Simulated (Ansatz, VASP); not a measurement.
## One calculation of Ge, two programs

```
Ge
1.0
     0.00000    2.78634    2.82877
     2.87120    0.00000    2.82877
     2.87120    2.78634    0.00000
Ge
2
Cartesian
  2.8712 2.7863 2.8288
  4.3068 4.1795 4.2432
```

Change from the starting cell: strain +0.0150 x Voigt [1, -1, 0, 0, 0, 0], atoms carried along.

Alike in both runs: task single point; functional PBE; k mesh 14 × 14 × 14; occupations gaussian, width 0.15 eV; no spin polarisation.

|  | VASP | Ansatz |
| --- | --- | --- |
| version | VASP 6.6.1 | Ansatz 0.2.0 |
| potentials or method | VASP PAW PBE potentials, release 64 (Ge_d), cutoff 520 eV | scalar-relativistic, plane waves, PAW |
| valence electrons in the cell | 28 | 28 |

Ansatz gave:

| Property | Result |
| --- | --- |
| gap on the k mesh at the Fermi level (eV) | 0.09 |
| least direct gap on the mesh (eV) | 0.09 |
| pressure (GPa) | 3.7 |
| traceless stress, the component that is largest in VASP (GPa) | -1.08 |

Question: What did VASP give for the same quantities?

Answer: gap on the k mesh at the Fermi level (eV): 0.08; least direct gap on the mesh (eV): 0.08; pressure (GPa): 3.6; traceless stress, the component that is largest in VASP (GPa): -1.08.

The functional is the same, so the differences come from potentials, cutoffs and numerics.
